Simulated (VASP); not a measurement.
A run of VASP 6.6.1:

INCAR

```
SYSTEM = Zn
PREC = Accurate
ENCUT = 520
EDIFF = 1E-6
ISMEAR = -1
SIGMA = 0.05
LREAL = .FALSE.
LASPH = .TRUE.
NELM = 80
ALGO = Normal
ISIF = 2
LWAVE = .FALSE.
LCHARG = .FALSE.
NBANDS = 19
```

The input KPOINTS:

```
regular mesh
0
G
  11 11 6
  0 0 0
```

Contents of POSCAR:

```
Zn
1.0
    2.7051356082      0.0000000000      0.0000000000
   -1.3525678041      2.3427161574      0.0000000000
    0.0000000000      0.0000000000      5.0313495994
Zn
2
Direct
    0.6666666667      0.3333333333      0.7500000000
    0.3333333333      0.6666666667      0.2500000000
```

Potentials or basis: VASP PAW LDA potentials, release 64 (Zn).

The run is started by

```console
$ cat potpaw_LDA.64/Zn/POTCAR > POTCAR
$ mpirun -np 1 vasp_std > vasp.out
```

Hardware: 1 thread of Intel(R) Xeon(R) Platinum 8488C (Sapphire Rapids) (shared host).

**Question.** How long does it take, and how much memory?

**Answer.** It took 18 s on 1 thread of Intel(R) Xeon(R) Platinum 8488C (Sapphire Rapids) (shared host), peak memory 0.14 GiB. Counts: scf iterations 11, k points 64.
